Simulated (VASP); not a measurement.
A run of VASP 6.6.1 is set up as follows.

The input INCAR:

```
ALGO = Normal
EDIFF = 1E-6
ENCUT = 520
GGA = PE
ISIF = 2
ISMEAR = 0
LASPH = T
LCHARG = F
LREAL = F
LWAVE = F
NBANDS = 15
NELM = 100
PREC = Accurate
SIGMA = 0.01
```

Contents of KPOINTS:

```
k-points
0
Gamma
  6 6 6
```

File POSCAR:

```
CaO
1.0
    0.0000000000      2.3975501136      2.3975501136
    2.3975501136      0.0000000000      2.3975501136
    2.3975501136      2.3975501136      0.0000000000
Ca O
1 1
Direct
    0.0000000000      0.0000000000      0.0000000000
    0.5000000000      0.5000000000      0.5000000000
```

Potentials or basis: VASP PAW PBE potentials, release 64 (Ca_sv, O).

Launch:

```sh
$ cat potpaw_PBE.64/Ca_sv/POTCAR potpaw_PBE.64/O/POTCAR > POTCAR
$ mpirun -np 1 vasp_std > vasp.out
```

Task: What does it give for the pressure?

Result: 3.1 GPa.

Task: Predict the band gap on the k mesh.

Result: 3.63 eV, indirect (least direct gap 4.01 eV).

A k mesh can miss the band edges. A hybrid or GW would open this gap; PBE tends to underestimate it.
